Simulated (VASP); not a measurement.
# P (R-3m) in VASP: further runs

P is run at these levels: PBE; tasks: single point.

All numbers are computed with VASP 6.6.1; they aren't measurements. Logs are shortened: lines on timing, memory, paths and dates and some standing lists are left out, and cuts for length are marked.

## 1. The cell of the first run

The structure is trigonal, space group R-3m (No. 166). Conventional cell: a = 3.449 Å, b = 3.449 Å, c = 8.910 Å, α = 90.00°, β = 90.00°, γ = 120.00°. Within 3.1 Å of P (site symmetry 3m) lie 6 P at 2.31 to 2.69 Å.

## 2. Single point, PBE (15.30 Å³/atom)

Input file INCAR:

```
ALGO     = Normal         # electronic algorithm
EDIFF    = 1E-6           # SCF threshold, eV
ENCUT    = 520            # plane-wave cutoff, eV
GGA      = PE             # functional
ISIF     = 2              # what is computed and relaxed
ISMEAR   = -1             # smearing method
LASPH    = True           # aspherical terms in the spheres
LCHARG   = False          # write CHGCAR
LREAL    = False          # projectors in reciprocal space
LWAVE    = False          # write WAVECAR
NBANDS   = 12             # bands
NELM     = 80             # most SCF steps
PREC     = Accurate       # precision mode
SIGMA    = 0.05           # smearing width, eV
```

Input file KPOINTS:

```
k-points
0
Gamma
  15 15 15
```

Input file POSCAR:

```
P
1.0
    1.7244751009     -0.9956261637      2.9700653937
    0.0000000000      1.9912523274      2.9700653937
   -1.7244751009     -0.9956261637      2.9700653937
P
2
Direct
    0.2321262421      0.2321262421      0.2321262421
   -0.2321262421     -0.2321262421     -0.2321262421
```

Potentials or basis: VASP PAW PBE potentials, release 64 (P).

The run is started by

```bash
cat potpaw_PBE.64/P/POTCAR > POTCAR
mpirun -np 1 vasp_std > vasp.out
```

OUTCAR:

```text
EDIFF = 1E-6
   ENCUT = 520
   GGA = PE
   ISIF = 2
   ISMEAR = -1
   LASPH = True
   LREAL = False
   NELM = 80
   PREC = Accurate

 ion  position               nearest neighbor table
   1  0.232  0.232  0.232-   2 2.31   2 2.31   2 2.31   2 2.69   2 2.69   2 2.69
   2  0.768  0.768  0.768-   1 2.31   1 2.31   1 2.31   1 2.69   1 2.69   1 2.69

  LATTYP: Found a trigonal (rhomboedric) cell.
 ALAT       =     3.5758040039
 COS(alpha) =     0.5348463435

  Lattice vectors:

 A1 = (   1.7244751009,  -0.9956261637,   2.9700653937)
 A2 = (   0.0000000000,   1.9912523274,   2.9700653937)
 A3 = (  -1.7244751009,  -0.9956261637,   2.9700653937)

Analysis of symmetry for initial positions (statically):
=====================================================================
 Subroutine PRICEL returns:
 Original cell was already a primitive cell.

 Routine SETGRP: Setting up the symmetry group for a
 trigonal (rhombohedral) supercell.

 Subroutine GETGRP returns: Found 12 space group operations
 (whereof 12 operations were pure point group operations)
 out of a pool of 12 trial point group operations.

The static configuration has the point symmetry D_3d.

Analysis of symmetry for dynamics (positions and initial velocities):
=====================================================================
 Subroutine PRICEL returns:
 Original cell was already a primitive cell.

 Routine SETGRP: Setting up the symmetry group for a
 trigonal (rhombohedral) supercell.

 Subroutine GETGRP returns: Found 12 space group operations
 (whereof 12 operations were pure point group operations)
 out of a pool of 12 trial point group operations.

The dynamic configuration has the point symmetry D_3d.

 Subroutine INISYM returns: Found 12 space group operations
 (whereof 12 operations are pure point group operations),
 and found     1 'primitive' translations

----------------------------------------------------------------------------------------

                                     Primitive cell

  volume of cell :      30.5964

  direct lattice vectors                    reciprocal lattice vectors
     1.724475101 -0.995626164  2.970065394     0.289943299 -0.167398842  0.112230974
     0.000000000  1.991252327  2.970065394     0.000000000  0.334797684  0.112230974
    -1.724475101 -0.995626164  2.970065394    -0.289943299 -0.167398842  0.112230974

  length of vectors
     3.575804004  3.575804004  3.575804004     0.353108030  0.353108030  0.353108030

  position of ions in fractional coordinates (direct lattice)
     0.232126242  0.232126242  0.232126242
     0.767873758  0.767873758  0.767873758

[... 87 lines left out ...]
   NELECT =      10.0000    total number of electrons
   NUPDOWN=      -1.0000    fix difference up-down
   EMIN   =  10.00;   EMAX   =-10.00  energy-range for DOS
   EFERMI =   0.00;   METHOD = LEGACY
   ISMEAR =    -1;   SIGMA  =   0.05  broadening in eV -4-tet -1-fermi 0-gaus
   EFERMI_NEDOS =   21; number of points for ismear=-14 and -15
   IALGO  =     38    algorithm
   IMIX   =      4    mixing-type and parameters
     AMIX     =   0.40;   BMIX     =  1.00
     AMIX_MAG =   1.60;   BMIX_MAG =  1.00
  volume/ion in A,a.u.               =      15.30       103.24
  Fermi-wavevector in a.u.,A,eV,Ry     =   1.127677  2.131000 17.301918  1.271655
  Thomas-Fermi vector in A             =   2.264364
   LORBIT       =      0    0 simple, 1 ext, 2 COOP (PROOUT), +10 PAW based schemes
   GGA     = PE    functional components
   LHFCALC =     F    Hartree Fock is set to
   AEXX    =    0.0000 exact exchange contribution
   IVDW    =     0    specifies the selected vdW correction
   LEPSILON=     F    determine dielectric tensor
   LRPA    =     F    only Hartree local field effects (RPA)
 non-spin polarized calculation
  energy-cutoff  :      520.00
  volume of cell :       30.60
 maximum number of plane-waves:       840
   NGX = 13   NGY = 13   NGZ = 13

 number of electron      10.0000000 magnetization

 Free energy of the ion-electron system (eV)
  ---------------------------------------------------
  ext. energy  EPLUGINS =         0.00000000
  ---------------------------------------------------
  free energy    TOTEN  =       -10.63750962 eV

  energy without entropy =      -10.63453220  energy(sigma->0) =      -10.63602091

 E-fermi :   9.5357     XC(G=0): -11.0180

 val. band max:        9.5165979710   @ k =  -0.4667   0.0667   0.0000
 cond. band min:       9.5376344996   @ k =   0.2667   0.0667   0.0667
 fundamental gap:      0.0210365286
 Fermi energy:         9.5357395090

 k-point     1 :       0.0000    0.0000    0.0000
  band No.  band energies     occupation
      1      -7.1987      2.00000
      2       6.6823      2.00000
      3       6.7345      2.00000
      4       6.7345      2.00000
      5       6.7559      2.00000
      6      11.5479      0.00000
      7      12.6781      0.00000
      8      12.6781      0.00000
      9      15.0362      0.00000
     10      15.0362      0.00000
     11      16.1538      0.00000
     12      16.3652      0.00000
[... 331 lines left out ...]
 k-point    24 :       0.2000    0.1333   -0.0000
  band No.  band energies     occupation
      1      -6.5562      2.00000
      2       3.4797      2.00000
      3       5.4874      2.00000
      4       5.8976      2.00000
      5       8.7573      2.00000
      6      10.9744      0.00000
      7      11.8526      0.00000
      8      13.5655      0.00000
      9      14.2329      0.00000
     10      15.6593      0.00000
     11      16.6297      0.00000
     12      17.9197      0.00000

 [... further k-points ...]

------------------------ aborting loop because EDIFF is reached ----------------------------------------

  FORCE on cell =-STRESS in cart. coord.  units (eV):
  Direction    XX          YY          ZZ          XY          YZ          ZX
  --------------------------------------------------------------------------------------
  -------------------------------------------------------------------------------------
  Total        0.4930569      0.4930569      0.5238194      0.0000000     -0.0000000      0.0000000
  in kB       25.8188656     25.8188656     27.4297411      0.0000000     -0.0000000      0.0000000
  external PRESSURE =      26.3558241 kB  Pullay stress =       0.0000000 kB

 VOLUME and BASIS-vectors are now :
 -----------------------------------------------------------------------------
  energy-cutoff  :      520.00
  volume of cell :       30.60
      direct lattice vectors                 reciprocal lattice vectors
     1.724475101 -0.995626164  2.970065394     0.289943299 -0.167398842  0.112230974
     0.000000000  1.991252327  2.970065394     0.000000000  0.334797684  0.112230974
    -1.724475101 -0.995626164  2.970065394    -0.289943299 -0.167398842  0.112230974

 POSITION                                       TOTAL-FORCE (eV/Angst)
 -----------------------------------------------------------------------------------
      0.00000      0.00000      2.06829         0.000000      0.000000     -0.046981
      0.00000      0.00000      6.84191         0.000000      0.000000      0.046981
 -----------------------------------------------------------------------------------
    total drift:                               -0.000000     -0.000000      0.000000

  FREE ENERGIE OF THE ION-ELECTRON SYSTEM (eV)
  ---------------------------------------------------
  free  energy   TOTEN  =       -10.6375096175 eV

  energy  without entropy=      -10.6345321989  energy(sigma->0) =      -10.63602091
```

stdout:

```text
POSCAR found type information on POSCAR P
 POSCAR found :  1 types and       2 ions
 scaLAPACK will be used
 LDA part: xc-table for (Slater+PW92), standard interpolation
 POSCAR, INCAR and KPOINTS ok, starting setup
 FFT: planning ... GRIDC
 FFT: planning ... GRID_SOFT
 FFT: planning ... GRID
 WAVECAR not read
 entering main loop
```

It took 2 min on 1 thread of Intel Xeon Platinum 8375C at 2.90GHz (Ice Lake), shared host; peak memory 0.22 GiB.

What came out:

```yaml
Free_energy: -10.6375 eV
Pressure: 2.6 GPa
Largest_force: 0.047 eV/Å
Band_gap_on_the_k_mesh: zero (bands 5 and 6 overlap by 1.06 eV)
```

Forces in eV/Å, atoms in the order of the input:
```
P    0.000  0.000 -0.047
P    0.000  0.000  0.047
```

Stress tensor (GPa, compression positive):
```
2.58 0.00 0.00
0.00 2.58 0.00
0.00 0.00 2.74
```

## 3. Single point, PBE

This run uses another cell than the first one, of 16.10 Å³/atom.

Input file INCAR:

```
PREC = Accurate
ENCUT = 520
EDIFF = 1E-6
ISMEAR = -1
SIGMA = 0.05
LREAL = F
LASPH = T
NELM = 100
ALGO = Normal
ISIF = 2
LWAVE = F
LCHARG = T
GGA = PE
LELF = T
LVHAR = T
NBANDS = 12
```

Input file KPOINTS:

```
regular mesh
0
Gamma
  15 15 15
```

Input file POSCAR:

```
P
1.0
    1.7406625283     -1.0049719793      3.0685068845
    0.0000000000      2.0099439586      3.0685068845
   -1.7406625283     -1.0049719793      3.0685068845
P
2
Direct
    0.2293462223      0.2293462223      0.2293462223
   -0.2293462223     -0.2293462223     -0.2293462223
```

Potentials or basis: VASP PAW PBE potentials, release 64 (P).

The run is started by

```bash
cat potpaw_PBE.64/P/POTCAR > POTCAR
mpirun -np 1 vasp_std > vasp.out
```

Wall time 2 min (1 thread of Intel Xeon Platinum 8375C at 2.90GHz (Ice Lake), shared host); peak memory 0.23 GiB.

The run converged. Its results:

* Free energy: -10.6521 eV
* Pressure: -0.3 GPa
* Largest force: 0.045 eV/Å
* Band gap on the k mesh: zero (bands 5 and 6 overlap by 0.81 eV)

Forces in eV/Å, atoms in the order of the input:
```
P    0.000  0.000 -0.045
P    0.000  0.000  0.045
```

Stress tensor (GPa, compression positive):
```
-0.37  0.00  0.00
 0.00 -0.37  0.00
 0.00  0.00 -0.12
```

Levels at points of the mesh, in eV from the Fermi level:
```tsv
k point	band 3	band 4	band 5	band 6	band 7	band 8
(0.00, 0.00, 0.00)	-2.94	-2.84	-2.84	1.60	2.83	2.83
```

## 4. Single point, PBE (16.10 Å³/atom)

This run uses another cell than the first one, of 16.10 Å³/atom.

Input file INCAR:

```
SYSTEM = P
ALGO = Normal ; EDIFF = 1E-7
ENCUT = 520 ; GGA = PE
ISIF = 2 ; ISMEAR = -1
LASPH = .True. ; LCHARG = .False.
LREAL = .False. ; LWAVE = .False.
NBANDS = 12 ; NELM = 100
PREC = Accurate ; SIGMA = 0.05
```

Input file KPOINTS:

```
k-points
0
Gamma
  15 15 15
  0 0 0
```

POSCAR is that of step 3.

The run is started by

```bash
cat potpaw_PBE.64/P/POTCAR > POTCAR
mpirun -np 1 vasp_std > vasp.out
```

Run time: 2.3 min. Hardware: 1 thread of Intel Xeon Platinum 8375C at 2.90GHz (Ice Lake), shared host; peak memory 0.23 GiB.

It converged, with:

* Free energy: -10.6521 eV
* Pressure: -0.3 GPa
* Largest force: 0.045 eV/Å
* Band gap on the k mesh: zero (bands 5 and 6 overlap by 0.81 eV)

Forces in eV/Å, atoms in the order of the input:
```
P    0.000  0.000 -0.045
P    0.000  0.000  0.045
```

Stress tensor (GPa, compression positive):
```
-0.37  0.00  0.00
 0.00 -0.37  0.00
 0.00  0.00 -0.12
```

Levels at points of the mesh, in eV from the Fermi level:
```csv
k point,band 1,band 2,band 3,band 4,band 5,band 6,band 7,band 8,band 9,band 10
"(0.00, 0.00, 0.00)",-16.40,-3.40,-2.94,-2.84,-2.84,1.60,2.83,2.83,5.64,5.64
```

The gap in the log of VASP goes by the Fermi energy; the results here count the filled bands.